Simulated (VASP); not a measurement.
Runs of VASP 6.6.1 on KMgF3. The structure is that of space group Pm-3m (No. 221), or close to it. The cells are those of the table. 

| task | level | cell | cutoff (eV) | gap on the mesh (eV) | pressure (GPa) | relaxed volume (Å³/atom) |
| --- | --- | --- | --- | --- | --- | --- |
| single point | PBE+D4 | a = 4.035 Å, 5 atoms | 520 | 7.03 | -0.5 | - |
| relaxation of cell and atoms | PBE | relaxed from a = 3.986 Å, 5 atoms | 600 | 6.98 | 0.0 | (c) |
| single point | r2SCAN | a = 3.984 Å, 5 atoms | 520 | 8.26 | (a) | - |
| relaxation of cell and atoms | PBE+D4 | relaxed from a = 3.986 Å, 5 atoms | 600 | 7.09 | 0.0 | 13.04 |
| single point | PBE | a = 4.055 Å, 5 atoms | 520 | 6.92 | -0.5 | - |
| relaxation of cell and atoms | r2SCAN | relaxed from a = 3.986 Å, 5 atoms | 600 | 8.35 | -0.1 | (b) |

Alike in all rows: potentials or basis VASP PAW PBE potentials, release 64 (K_sv, Mg, F); no spin polarisation; k mesh 6 × 6 × 6; smearing gaussian 0.01 eV.

Problem. Estimate the missing entries.

Solution. (a) -0.8; (b) 12.52; (c) 13.24.

Caveats: the PAW data sets were made with another functional, which shifts forces and pressure a little (at least some runs).

A k mesh can miss the band edges.
